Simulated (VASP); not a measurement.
# SiC (P6_3/mmc) in VASP: notebook

SiC is run at these levels: PBE; tasks: single point.

Program: VASP 6.6.1. These are calculated values, not measurements. Logs are shortened: lines on timing, memory, paths and dates and some standing lists are left out, and cuts for length are marked.

## Step 1: The cell of the first run

Symmetry: P6_3/mmc, No. 194, hexagonal system. Conventional cell: a = 2.789 Å, b = 2.789 Å, c = 4.595 Å, α = 90.00°, β = 90.00°, γ = 120.00°. Within 2.6 Å of Si (site symmetry -6m2) lie 6 C at 1.98 Å. C (site symmetry -3m) has 6 Si at 1.98 Å and 2 C at 2.30 Å within 2.6 Å.

## Step 2: Single point, PBE

INCAR reads:

```
PREC     = Accurate       # precision mode
ENCUT    = 520            # plane-wave cutoff, eV
EDIFF    = 1E-7           # SCF threshold, eV
ISMEAR   = 0              # smearing method
SIGMA    = 0.1            # smearing width, eV
LREAL    = False          # projectors in reciprocal space
LASPH    = True           # aspherical terms in the spheres
NELM     = 80             # most SCF steps
ALGO     = Normal         # electronic algorithm
ISIF     = 2              # what is computed and relaxed
LWAVE    = False          # write WAVECAR
LCHARG   = False          # write CHGCAR
GGA      = PE             # functional
NBANDS   = 16             # bands
```

KPOINTS reads:

```
Automatic mesh
0
Gamma
  9 9 4
```

POSCAR reads:

```
SiC
1.0
    2.7888458800      0.0000000000      0.0000000000
   -1.3944229400      2.4152113800      0.0000000000
    0.0000000000      0.0000000000      4.5948735500
Si C
2 2
Direct
    0.3333333300      0.6666666700      0.7500000000
    0.6666666700      0.3333333300      0.2500000000
    0.0000000000      0.0000000000      0.0000000000
    0.0000000000      0.0000000000      0.5000000000
```

Potentials or basis: VASP PAW PBE potentials, release 64 (Si, C).

On the command line:

```sh
$ cat potpaw_PBE.64/Si/POTCAR potpaw_PBE.64/C/POTCAR > POTCAR
$ mpirun -np 1 vasp_std > vasp.out
```

OUTCAR:

```text
PREC = Accurate
   ENCUT = 520
   EDIFF = 1E-7
   ISMEAR = 0
   LREAL = False
   LASPH = True
   NELM = 80
   ISIF = 2
   GGA = PE

 ion  position               nearest neighbor table
   1  0.333  0.667  0.750-   3 1.98   4 1.98   3 1.98   4 1.98   3 1.98   4 1.98   2 2.81   2 2.81
                             2 2.81   2 2.81   2 2.81   2 2.81
   2  0.667  0.333  0.250-   3 1.98   4 1.98   3 1.98   4 1.98   3 1.98   4 1.98   1 2.81   1 2.81
                             1 2.81   1 2.81   1 2.81   1 2.81
   3  0.000  0.000  0.000-   1 1.98   2 1.98   2 1.98   1 1.98   2 1.98   1 1.98
   4  0.000  0.000  0.500-   1 1.98   2 1.98   2 1.98   1 1.98   2 1.98   1 1.98

  LATTYP: Found a hexagonal cell.
 ALAT       =     2.7888458800
 C/A-ratio  =     1.6475896294

  Lattice vectors:

 A1 = (   2.7888458800,   0.0000000000,   0.0000000000)
 A2 = (  -1.3944229400,   2.4152113800,   0.0000000000)
 A3 = (   0.0000000000,   0.0000000000,   4.5948735500)

Analysis of symmetry for initial positions (statically):
=====================================================================
 Subroutine PRICEL returns:
 Original cell was already a primitive cell.

 Routine SETGRP: Setting up the symmetry group for a
 hexagonal supercell.

 Subroutine GETGRP returns: Found 24 space group operations
 (whereof 12 operations were pure point group operations)
 out of a pool of 24 trial point group operations.

The static configuration has the point symmetry D_3d.
 The point group associated with its full space group is D_6h.

Analysis of symmetry for dynamics (positions and initial velocities):
=====================================================================
 Subroutine PRICEL returns:
 Original cell was already a primitive cell.

 Routine SETGRP: Setting up the symmetry group for a
 hexagonal supercell.

 Subroutine GETGRP returns: Found 24 space group operations
 (whereof 12 operations were pure point group operations)
 out of a pool of 24 trial point group operations.

The dynamic configuration has the point symmetry D_3d.
 The point group associated with its full space group is D_6h.

 Subroutine INISYM returns: Found 24 space group operations
 (whereof 12 operations are pure point group operations),
 and found     1 'primitive' translations

[... 98 lines left out ...]
   EDIFF  = 0.1E-06   stopping-criterion for ELM
   LREAL  =      F    real-space projection
   EDIFFG = 0.1E-05   stopping-criterion for IOM
   NSW    =      0    number of steps for IOM
   IBRION =     -1    ionic relax: 0-MD 1-quasi-New 2-CG
   NFREE  =      0    steps in history (QN), initial steepest desc. (CG)
   ISIF   =      2    stress and relaxation
   ISYM   =      2    0-nonsym 1-usesym 2-fastsym
   POTIM  = 0.5000    time-step for ionic-motion
   TEBEG  =    0.0;   TEEND  =   0.0 temperature during run
   PSTRESS=    0.0 pullay stress
   NELECT =      16.0000    total number of electrons
   NUPDOWN=      -1.0000    fix difference up-down
   EMIN   =  10.00;   EMAX   =-10.00  energy-range for DOS
   EFERMI =   0.00;   METHOD = LEGACY
   ISMEAR =     0;   SIGMA  =   0.10  broadening in eV -4-tet -1-fermi 0-gaus
   EFERMI_NEDOS =   21; number of points for ismear=-14 and -15
   IALGO  =     38    algorithm
   IMIX   =      4    mixing-type and parameters
     AMIX     =   0.40;   BMIX     =  1.00
     AMIX_MAG =   1.60;   BMIX_MAG =  1.00
  volume/ion in A,a.u.               =       7.74        52.21
  Fermi-wavevector in a.u.,A,eV,Ry     =   1.313904  2.482919 23.488345  1.726345
  Thomas-Fermi vector in A             =   2.444195
   LORBIT       =      0    0 simple, 1 ext, 2 COOP (PROOUT), +10 PAW based schemes
   GGA     = PE    functional components
   LHFCALC =     F    Hartree Fock is set to
   AEXX    =    0.0000 exact exchange contribution
   IVDW    =     0    specifies the selected vdW correction
   LEPSILON=     F    determine dielectric tensor
   LRPA    =     F    only Hartree local field effects (RPA)
 non-spin polarized calculation
 Gauss-broadening in eV      SIGMA  =   0.10
  energy-cutoff  :      520.00
  volume of cell :       30.95
 maximum number of plane-waves:       849
 NGX is ok and might be reduce to    24
   NGX = 11   NGY = 11   NGZ = 17

 number of electron      15.9999999 magnetization

 Free energy of the ion-electron system (eV)
  ---------------------------------------------------
  ext. energy  EPLUGINS =         0.00000000
  ---------------------------------------------------
  free energy    TOTEN  =       -24.07891455 eV

  energy without entropy =      -24.06788465  energy(sigma->0) =      -24.07339960

 E-fermi :  14.1519     XC(G=0): -13.0274

 val. band max:       14.1168377363   @ k =   0.3333   0.3333   0.2500
 cond. band min:      14.1567757154   @ k =   0.1111  -0.0000   0.0000
 fundamental gap:      0.0399379792
 Fermi energy:        14.1518823027

 k-point     1 :       0.0000    0.0000    0.0000
  band No.  band energies     occupation
      1      -5.9327      2.00000
      2      -0.3679      2.00000
      3       1.0137      2.00000
      4      11.5036      2.00000
      5      11.5036      2.00000
      6      14.5083      0.00000
[... 433 lines left out ...]
      3       3.3119      2.00000
      4       3.3119      2.00000
      5       6.1564      2.00000
      6       6.1564      2.00000
[... 8 lines left out ...]
     15      26.3268      0.00000
     16      26.9671      0.00000

 [... further k-points ...]

------------------------ aborting loop because EDIFF is reached ----------------------------------------

  FORCE on cell =-STRESS in cart. coord.  units (eV):
  Direction    XX          YY          ZZ          XY          YZ          ZX
  --------------------------------------------------------------------------------------
  -------------------------------------------------------------------------------------
  Total        5.9679256      5.9679256     15.9727813      0.0000000      0.0000000      0.0000000
  in kB      308.9447053    308.9447055    826.8712698      0.0000000      0.0000000      0.0000000
  external PRESSURE =     481.5868935 kB  Pullay stress =       0.0000000 kB

 VOLUME and BASIS-vectors are now :
 -----------------------------------------------------------------------------
  energy-cutoff  :      520.00
  volume of cell :       30.95
      direct lattice vectors                 reciprocal lattice vectors
     2.788845880  0.000000000  0.000000000     0.358571267  0.207021217  0.000000000
    -1.394422940  2.415211380  0.000000000     0.000000000  0.414042435  0.000000000
     0.000000000  0.000000000  4.594873550     0.000000000  0.000000000  0.217633845

 POSITION                                       TOTAL-FORCE (eV/Angst)
 -----------------------------------------------------------------------------------
     -0.00000      1.61014      3.44616        -0.000000     -0.000000      0.000000
      1.39442      0.80507      1.14872         0.000000      0.000000      0.000000
      0.00000      0.00000      0.00000         0.000000      0.000000      0.000000
      0.00000      0.00000      2.29744         0.000000      0.000000      0.000000
 -----------------------------------------------------------------------------------
    total drift:                               -0.000001      0.000001     -0.000000

  FREE ENERGIE OF THE ION-ELECTRON SYSTEM (eV)
  ---------------------------------------------------
  free  energy   TOTEN  =       -24.0789145504 eV

  energy  without entropy=      -24.0678846517  energy(sigma->0) =      -24.07339960
```

stdout:

```text
POSCAR found type information on POSCAR SiC
 POSCAR found :  2 types and       4 ions
 scaLAPACK will be used
 LDA part: xc-table for (Slater+PW92), standard interpolation
 POSCAR, INCAR and KPOINTS ok, starting setup
 FFT: planning ... GRIDC
 FFT: planning ... GRID_SOFT
 FFT: planning ... GRID
 WAVECAR not read
 entering main loop
```

It used 16 s of CPU time on 1 thread of Intel(R) Xeon(R) Platinum 8488C (Sapphire Rapids), on a shared host.

Results:

| Item | Value |
| --- | --- |
| Free energy | -24.0789 eV |
| Pressure | 48.2 GPa |
| Band gap on the k mesh | zero (bands 8 and 9 overlap by 2.98 eV) |

Caveat: the cell stands under pressure.

## Step 3: Single point, PBE

This run uses another cell than the first one, of 9.07 Å³/atom.

INCAR reads:

```
SYSTEM = SiC
  PREC = Accurate
  ENCUT = 520
  EDIFF = 1E-7
  ISMEAR = 0
  SIGMA = 0.1
  LREAL = .False.
  LASPH = .True.
  NELM = 100
  ALGO = Normal
  ISIF = 2
  LWAVE = .False.
  LCHARG = .True.
  GGA = PE
  LELF = .True.
  LVHAR = .True.
  NBANDS = 16
```

KPOINTS reads:

```
regular mesh
0
Gamma
  9 9 4
  0 0 0
```

POSCAR reads:

```
SiC
1.0
    2.8642457706      0.0000000000      0.0000000000
   -1.4321228853      2.4805096000      0.0000000000
    0.0000000000      0.0000000000      5.1057831427
Si C
2 2
Direct
    0.3333333333      0.6666666667      0.7500000000
    0.6666666667      0.3333333333      0.2500000000
    0.0000000000      0.0000000000      0.0000000000
    0.0000000000      0.0000000000      0.5000000000
```

Potentials or basis: VASP PAW PBE potentials, release 64 (Si, C).

On the command line:

```sh
$ cat potpaw_PBE.64/Si/POTCAR potpaw_PBE.64/C/POTCAR > POTCAR
$ mpirun -np 1 vasp_std > vasp.out
```

OUTCAR:

```text
SYSTEM = SiC
   PREC = Accurate
   ENCUT = 520
   EDIFF = 1E-7
   ISMEAR = 0
   LREAL = .False.
   LASPH = .True.
   NELM = 100
   ISIF = 2
   GGA = PE

 ion  position               nearest neighbor table
   1  0.333  0.667  0.750-   3 2.09   4 2.09   3 2.09   4 2.09   3 2.09   4 2.09   2 3.04   2 3.04
                             2 3.04   2 3.04   2 3.04   2 3.04
   2  0.667  0.333  0.250-   3 2.09   4 2.09   3 2.09   4 2.09   3 2.09   4 2.09   1 3.04   1 3.04
                             1 3.04   1 3.04   1 3.04   1 3.04
   3  0.000  0.000  0.000-   1 2.09   2 2.09   1 2.09   2 2.09   2 2.09   1 2.09
   4  0.000  0.000  0.500-   1 2.09   2 2.09   1 2.09   2 2.09   2 2.09   1 2.09
[... 662 lines left out ...]
  -------------------------------------------------------------------------------------
  Total        0.0353137      0.0353137      0.0430537      0.0000000      0.0000000     -0.0000000
  in kB        1.5596980      1.5596980      1.9015482      0.0000000      0.0000000     -0.0000000
  external PRESSURE =       1.6736481 kB  Pullay stress =       0.0000000 kB

 VOLUME and BASIS-vectors are now :
 -----------------------------------------------------------------------------
  energy-cutoff  :      520.00
  volume of cell :       36.28
      direct lattice vectors                 reciprocal lattice vectors
     2.864245771  0.000000000  0.000000000     0.349132051  0.201571484  0.000000000
    -1.432122885  2.480509600  0.000000000     0.000000000  0.403142967  0.000000000
     0.000000000  0.000000000  5.105783143     0.000000000  0.000000000  0.195856340

 POSITION                                       TOTAL-FORCE (eV/Angst)
 -----------------------------------------------------------------------------------
     -0.00000      1.65367      3.82934         0.000000     -0.000000      0.000000
      1.43212      0.82684      1.27645        -0.000000      0.000000      0.000000
      0.00000      0.00000      0.00000         0.000000     -0.000000      0.000000
      0.00000      0.00000      2.55289         0.000000     -0.000000      0.000000
 -----------------------------------------------------------------------------------
    total drift:                               -0.000000      0.000000     -0.000000

  FREE ENERGIE OF THE ION-ELECTRON SYSTEM (eV)
  ---------------------------------------------------
  free  energy   TOTEN  =       -25.0372318335 eV

  energy  without entropy=      -25.0297982267  energy(sigma->0) =      -25.03351503
```

OSZICAR:

```text
N       E                     dE             d eps       ncg     rms          rms(c)
DAV:   1     0.224742052663E+02    0.22474E+02   -0.72177E+03  1152   0.918E+02
DAV:   2    -0.252765533134E+02   -0.47751E+02   -0.43222E+02  1600   0.145E+02
DAV:   3    -0.272468672392E+02   -0.19703E+01   -0.19467E+01  1560   0.263E+01
DAV:   4    -0.272584212388E+02   -0.11554E-01   -0.11551E-01  1456   0.239E+00
DAV:   5    -0.272585225701E+02   -0.10133E-03   -0.10132E-03  1608   0.201E-01    0.100E+01
DAV:   6    -0.250181557834E+02    0.22404E+01   -0.43423E+00  1480   0.128E+01    0.415E+00
DAV:   7    -0.250437663441E+02   -0.25611E-01   -0.42957E-01  1416   0.398E+00    0.188E+00
DAV:   8    -0.250377696154E+02    0.59967E-02   -0.10167E-02  1512   0.738E-01    0.523E-01
DAV:   9    -0.250371834778E+02    0.58614E-03   -0.11734E-03  1592   0.271E-01    0.103E-01
DAV:  10    -0.250372555834E+02   -0.72106E-04   -0.33379E-04  1560   0.109E-01    0.422E-02
DAV:  11    -0.250372322182E+02    0.23365E-04   -0.48866E-05  1496   0.421E-02    0.762E-03
DAV:  12    -0.250372319861E+02    0.23213E-06   -0.50126E-06  1528   0.138E-02    0.430E-03
DAV:  13    -0.250372318010E+02    0.18512E-06   -0.51235E-08  1168   0.170E-03    0.133E-03
DAV:  14    -0.250372318335E+02   -0.32472E-07   -0.44067E-08   968   0.122E-03
   1 F= -.25037232E+02 E0= -.25033515E+02  d E =-.743361E-02
```

It used 20 s of CPU time on 1 thread of Intel(R) Xeon(R) Platinum 8488C (Sapphire Rapids) (shared host).

Results:

* Free energy: -25.0372 eV
* Pressure: 0.2 GPa
* Band gap on the k mesh: zero (bands 8 and 9 overlap by 3.24 eV)
